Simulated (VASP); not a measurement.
# Na3LaMg (Pm-3m) in VASP: relaxation of cell and atoms with PBE

Aim: the relaxation of cell and atoms of Na3LaMg with PBE.

Program: VASP 6.6.1. These are calculated values, not measurements. Logs are shortened: lines on timing, memory, paths and dates and some standing lists are left out, and cuts for length are marked.

**1. The cell of the first run**

Symmetry: Pm-3m, No. 221, cubic system. Conventional cell: a = 5.686 Å, b = 5.686 Å, c = 5.686 Å, α = 90.00°, β = 90.00°, γ = 90.00°. Within 3.7 Å of Na (site symmetry 4/mmm) lie 2 Mg at 2.84 Å. Within 5.3 Å of La (site symmetry m-3m) lie 12 Na at 4.02 Å and 8 Mg at 4.92 Å. Mg (site symmetry m-3m) has 6 Na at 2.84 Å within 3.7 Å.

The cell was generated, and may not be a known phase.

**2. Relaxation of cell and atoms, PBE**

INCAR

```
SYSTEM = Na3LaMg
PREC = Accurate
ENCUT = 600
EDIFF = 1E-7
ISMEAR = 0
SIGMA = 0.1
LREAL = .FALSE.
LASPH = .TRUE.
NELM = 60
ALGO = Fast
ISIF = 3
LWAVE = .FALSE.
LCHARG = .FALSE.
GGA = PE
IBRION = 2
NSW = 100
EDIFFG = -0.01
```

KPOINTS

```
regular mesh
0
G
  8 8 8
  0 0 0
```

POSCAR

```
Na3LaMg
1.0
    5.6864153381      0.0000000000      0.0000000000
    0.0000000000      5.6864153381      0.0000000000
    0.0000000000      0.0000000000      5.6864153381
Na La Mg
3 1 1
Direct
    0.5000000000      0.5000000000      0.0000000000
    0.0000000000      0.5000000000      0.5000000000
    0.5000000000      0.0000000000      0.5000000000
    0.0000000000      0.0000000000      0.0000000000
    0.5000000000      0.5000000000      0.5000000000
```

Potentials or basis: VASP PAW PBE potentials, release 64 (Na_pv, La, Mg).

Run with:

```
> cat potpaw_PBE.64/Na_pv/POTCAR potpaw_PBE.64/La/POTCAR potpaw_PBE.64/Mg/POTCAR > POTCAR
> mpirun -np 1 vasp_std > vasp.out
```

OUTCAR:

```text
SYSTEM = Na3LaMg
   PREC = Accurate
   ENCUT = 600
   EDIFF = 1E-7
   ISMEAR = 0
   LREAL = .FALSE.
   LASPH = .TRUE.
   NELM = 60
   ISIF = 3
   GGA = PE
   IBRION = 2
   NSW = 100
   EDIFFG = -0.01

 ion  position               nearest neighbor table
   1  0.500  0.500  0.000-   5 2.84   5 2.84
   2  0.000  0.500  0.500-   5 2.84   5 2.84
   3  0.500  0.000  0.500-   5 2.84   5 2.84
   4  0.000  0.000  0.000-
   5  0.500  0.500  0.500-   1 2.84   2 2.84   3 2.84   1 2.84   3 2.84   2 2.84

  LATTYP: Found a simple cubic cell.
 ALAT       =     5.6864153381

  Lattice vectors:

 A1 = (   5.6864153381,   0.0000000000,   0.0000000000)
 A2 = (   0.0000000000,   5.6864153381,   0.0000000000)
 A3 = (   0.0000000000,   0.0000000000,   5.6864153381)

Analysis of symmetry for initial positions (statically):
=====================================================================
 Subroutine PRICEL returns:
 Original cell was already a primitive cell.

 Routine SETGRP: Setting up the symmetry group for a
 simple cubic supercell.

 Subroutine GETGRP returns: Found 48 space group operations
 (whereof 48 operations were pure point group operations)
 out of a pool of 48 trial point group operations.

The static configuration has the point symmetry O_h .

Analysis of symmetry for dynamics (positions and initial velocities):
=====================================================================
 Subroutine PRICEL returns:
 Original cell was already a primitive cell.

 Routine SETGRP: Setting up the symmetry group for a
 simple cubic supercell.

 Subroutine GETGRP returns: Found 48 space group operations
 (whereof 48 operations were pure point group operations)
 out of a pool of 48 trial point group operations.

The dynamic configuration has the point symmetry O_h .

 Subroutine INISYM returns: Found 48 space group operations
 (whereof 48 operations are pure point group operations),
 and found     1 'primitive' translations

----------------------------------------------------------------------------------------

                                     Primitive cell

  volume of cell :     183.8721

  direct lattice vectors                    reciprocal lattice vectors
     5.686415338  0.000000000  0.000000000     0.175857714  0.000000000  0.000000000
     0.000000000  5.686415338  0.000000000     0.000000000  0.175857714  0.000000000
     0.000000000  0.000000000  5.686415338     0.000000000  0.000000000  0.175857714

  length of vectors
     5.686415338  5.686415338  5.686415338     0.175857714  0.175857714  0.175857714

  position of ions in fractional coordinates (direct lattice)
     0.500000000  0.500000000  0.000000000
     0.000000000  0.500000000  0.500000000
     0.500000000  0.000000000  0.500000000
     0.000000000  0.000000000  0.000000000
     0.500000000  0.500000000  0.500000000

  ion indices of the primitive-cell ions
   primitive index   ion index
                 1           1
                 2           2
                 3           3
                 4           4
                 5           5

----------------------------------------------------------------------------------------

 KPOINTS: regular mesh

Automatic generation of k-mesh.
 Grid dimensions read from file:
 generate k-points for:    8    8    8

 Generating k-lattice:

  Cartesian coordinates                     Fractional coordinates (reciprocal lattice)
     0.021982214  0.000000000  0.000000000     0.125000000  0.000000000  0.000000000
     0.000000000  0.021982214  0.000000000     0.000000000  0.125000000  0.000000000
     0.000000000  0.000000000  0.021982214     0.000000000  0.000000000  0.125000000

  Length of vectors
     0.021982214  0.021982214  0.021982214

  Shift w.r.t. Gamma in fractional coordinates (k-lattice)
     0.000000000  0.000000000  0.000000000

 Subroutine IBZKPT returns following result:
 ===========================================

 Found     35 irreducible k-points:

 Following reciprocal coordinates:
            Coordinates               Weight
  0.000000  0.000000  0.000000      1.000000
  0.125000  0.000000  0.000000      6.000000
  0.250000  0.000000  0.000000      6.000000
  0.375000  0.000000  0.000000      6.000000
  0.500000  0.000000  0.000000      3.000000
  0.125000  0.125000  0.000000     12.000000
[... 16 lines left out ...]
  0.375000  0.375000  0.125000     24.000000
  0.500000  0.375000  0.125000     24.000000
 [... further k-points ...]
   k-points           NKPTS =     35   k-points in BZ     NKDIM =     35   number of bands    NBANDS=     21
   number of dos      NEDOS =    301   number of ions     NIONS =      5
   total plane-waves  NPLWV = 110592
   dimension x,y,z NGX =    48 NGY =   48 NGZ =   48
   dimension x,y,z NGXF=    96 NGYF=   96 NGZF=   96
   ions per type =               3   1   1
   NGX,Y,Z   is equivalent  to a cutoff of  14.03, 14.03, 14.03 a.u.
   NGXF,Y,Z  is equivalent  to a cutoff of  28.07, 28.07, 28.07 a.u.
 SYSTEM =  Na3LaMg
   PREC   = accura    normal or accurate (medium, high low for compatibility)
   ISTART =      0    job   : 0-new  1-cont  2-samecut
   ICHARG =      2    charge: 1-file 2-atom 10-const
   ISPIN  =      1    spin polarized calculation?
   LNONCOLLINEAR =      F non collinear calculations
   LSORBIT =      F    spin-orbit coupling
   LASPH  =      T    aspherical Exc in radial PAW
   ENCUT  =  600.0 eV  44.10 Ry    6.64 a.u.  11.36 11.36 11.36*2*pi/ulx,y,z
   NELM   =     60;   NELMIN=  2; NELMDL= -5     # of ELM steps
   EDIFF  = 0.1E-06   stopping-criterion for ELM
   LREAL  =      F    real-space projection
   EDIFFG = -.1E-01   stopping-criterion for IOM
   NSW    =    100    number of steps for IOM
   IBRION =      2    ionic relax: 0-MD 1-quasi-New 2-CG
   NFREE  =      1    steps in history (QN), initial steepest desc. (CG)
   ISIF   =      3    stress and relaxation
   ISYM   =      2    0-nonsym 1-usesym 2-fastsym
   POTIM  = 0.5000    time-step for ionic-motion
   TEBEG  =    0.0;   TEEND  =   0.0 temperature during run
   PSTRESS=    0.0 pullay stress
   NELECT =      34.0000    total number of electrons
   NUPDOWN=      -1.0000    fix difference up-down
   EMIN   =  10.00;   EMAX   =-10.00  energy-range for DOS
   EFERMI =   0.00;   METHOD = LEGACY
   ISMEAR =     0;   SIGMA  =   0.10  broadening in eV -4-tet -1-fermi 0-gaus
   EFERMI_NEDOS =   21; number of points for ismear=-14 and -15
   IALGO  =     68    algorithm
   IMIX   =      4    mixing-type and parameters
     AMIX     =   0.40;   BMIX     =  1.00
     AMIX_MAG =   1.60;   BMIX_MAG =  1.00
  volume/ion in A,a.u.               =      36.77       248.17
  Fermi-wavevector in a.u.,A,eV,Ry     =   0.932673  1.762496 11.835412  0.869878
  Thomas-Fermi vector in A             =   2.059295
   LORBIT       =      0    0 simple, 1 ext, 2 COOP (PROOUT), +10 PAW based schemes
   GGA     = PE    functional components
   LHFCALC =     F    Hartree Fock is set to
   AEXX    =    0.0000 exact exchange contribution
   IVDW    =     0    specifies the selected vdW correction
   LEPSILON=     F    determine dielectric tensor
   LRPA    =     F    only Hartree local field effects (RPA)
 conjugate gradient relaxation of ions
 non-spin polarized calculation
 RMM-DIIS sequential band-by-band and
 Gauss-broadening in eV      SIGMA  =   0.10
  energy-cutoff  :      600.00
  volume of cell :      183.87
 maximum number of plane-waves:      6166
 NGX is ok and might be reduce to    48
   NGX = 23   NGY = 23   NGZ = 23

--------------------------------------- Ionic step        1  -------------------------------------------

 number of electron      33.9999985 magnetization

 Free energy of the ion-electron system (eV)
  ---------------------------------------------------
  ext. energy  EPLUGINS =         0.00000000
  ---------------------------------------------------
  free energy    TOTEN  =        -7.83630506 eV

  energy without entropy =       -7.79663597  energy(sigma->0) =       -7.81647051

------------------------ aborting loop EDIFF was not reached (unconverged)  ----------------------------

  FORCE on cell =-STRESS in cart. coord.  units (eV):
  Direction    XX          YY          ZZ          XY          YZ          ZX
  --------------------------------------------------------------------------------------
  -------------------------------------------------------------------------------------
  Total        0.3839254      0.3839254      0.3839254      0.0000000      0.0000000     -0.0000000
  in kB        3.3453509      3.3453509      3.3453509      0.0000000      0.0000000     -0.0000000
  external PRESSURE =       3.3453509 kB  Pullay stress =       0.0000000 kB

 VOLUME and BASIS-vectors are now :
 -----------------------------------------------------------------------------
  energy-cutoff  :      600.00
  volume of cell :      183.87
      direct lattice vectors                 reciprocal lattice vectors
     5.686415338  0.000000000  0.000000000     0.175857714  0.000000000  0.000000000
     0.000000000  5.686415338  0.000000000     0.000000000  0.175857714  0.000000000
     0.000000000  0.000000000  5.686415338     0.000000000  0.000000000  0.175857714
[... 93 lines left out ...]
  energy  without entropy=       -7.8003335093  energy(sigma->0) =       -7.82118465

--------------------------------------- Ionic step        4  -------------------------------------------

 number of electron      33.9999985 magnetization

 Free energy of the ion-electron system (eV)
  ---------------------------------------------------
  ext. energy  EPLUGINS =         0.00000000
  ---------------------------------------------------
  free energy    TOTEN  =        -7.84251307 eV

  energy without entropy =       -7.80080106  energy(sigma->0) =       -7.82165707

 E-fermi :   1.8403     XC(G=0):  -7.2702

 val. band max:        1.8393214893   @ k =   0.5000   0.1250   0.0000
 cond. band min:       1.8440033083   @ k =   0.5000   0.5000   0.3750
 fundamental gap:      0.0046818190
 Fermi energy:         1.8402809547

 k-point     1 :       0.0000    0.0000    0.0000
  band No.  band energies     occupation
      1     -32.5754      2.00000
      2     -22.5148      2.00000
      3     -22.5148      2.00000
      4     -22.5148      2.00000
      5     -22.4581      2.00000
      6     -22.4581      2.00000
[... 550 lines left out ...]
      5     -22.4624      2.00000
      6     -22.4598      2.00000
[... 13 lines left out ...]
     20       2.1776      0.00000
     21       2.2082      0.00000

 [... further k-points ...]

------------------------ aborting loop because EDIFF is reached ----------------------------------------

  FORCE on cell =-STRESS in cart. coord.  units (eV):
  Direction    XX          YY          ZZ          XY          YZ          ZX
  --------------------------------------------------------------------------------------
  -------------------------------------------------------------------------------------
  Total        0.0115383      0.0115383      0.0115383      0.0000000      0.0000000     -0.0000000
  in kB        0.0986095      0.0986095      0.0986095      0.0000000      0.0000000     -0.0000000
  external PRESSURE =       0.0986095 kB  Pullay stress =       0.0000000 kB
[... 20 lines left out ...]
  FREE ENERGIE OF THE ION-ELECTRON SYSTEM (eV)
  ---------------------------------------------------
  free  energy   TOTEN  =        -7.8425130742 eV

  energy  without entropy=       -7.8008010648  energy(sigma->0) =       -7.82165707

 reached required accuracy - stopping structural energy minimisation
```

It took 46 min on 1 thread of Intel Xeon Platinum 8488C (Sapphire Rapids), shared host; peak memory 0.51 GiB.

What came out:

- Free energy: -7.8425 eV
- Relaxed volume: 37.49 Å³/atom
- Relaxed cell: a = 5.723 Å, b = 5.723 Å, c = 5.723 Å, α = 90.00°, β = 90.00°, γ = 90.00°
- Space group after relaxing (to 0.1 Å): Pm-3m (No. 221)
- Energy gained by relaxing: 1.2 meV/atom
- Ionic steps: 4
- Pressure after relaxing: 0.0 GPa
- Band gap on the k mesh: zero (bands 17 and 18 overlap by 0.52 eV)

Step by step:
```tsv
step	energy change (eV)	largest force (eV/Å)	pressure (GPa)	volume (Å³)
1	0.0000	0.0000	0.33	183.87
2	-0.0038	0.0000	0.15	185.92
3	-0.0057	0.0000	0.14	186.44
4	-0.0062	0.0000	0.01	187.47
```

Final structure:
```xyz
5
Lattice="5.7233 0.0000 0.0000 0.0000 5.7233 0.0000 0.0000 0.0000 5.7233" Properties=species:S:1:pos:R:3 pbc="T T T"
Na    2.8616    2.8616    0.0000
Na    0.0000    2.8616    2.8616
Na    2.8616    0.0000    2.8616
La    0.0000    0.0000    0.0000
Mg    2.8616    2.8616    2.8616
```

Levels at points of the mesh, in eV from the Fermi level:
| k point | band 13 | band 14 | band 15 | band 16 | band 17 | band 18 | band 19 | band 20 | band 21 |
| --- | --- | --- | --- | --- | --- | --- | --- | --- | --- |
| (0.00, 0.00, 0.00) | -18.01 | -4.00 | -0.26 | -0.26 | 0.22 | 0.22 | 0.22 | 0.34 | 0.35 |
| (0.50, 0.00, 0.00) | -18.01 | -3.22 | -2.24 | -0.01 | -0.01 | -0.01 | 0.32 | 0.34 | 0.35 |
| (0.50, 0.50, 0.00) | -18.00 | -2.84 | -1.07 | -1.07 | -0.94 | 0.30 | 0.33 | 0.34 | 0.38 |
| (0.50, 0.50, 0.50) | -18.01 | -2.23 | -1.09 | -1.09 | -1.09 | 0.31 | 0.31 | 0.32 | 0.37 |

Caveat: spin-orbit coupling is left out, which moves the levels of the heavy elements.
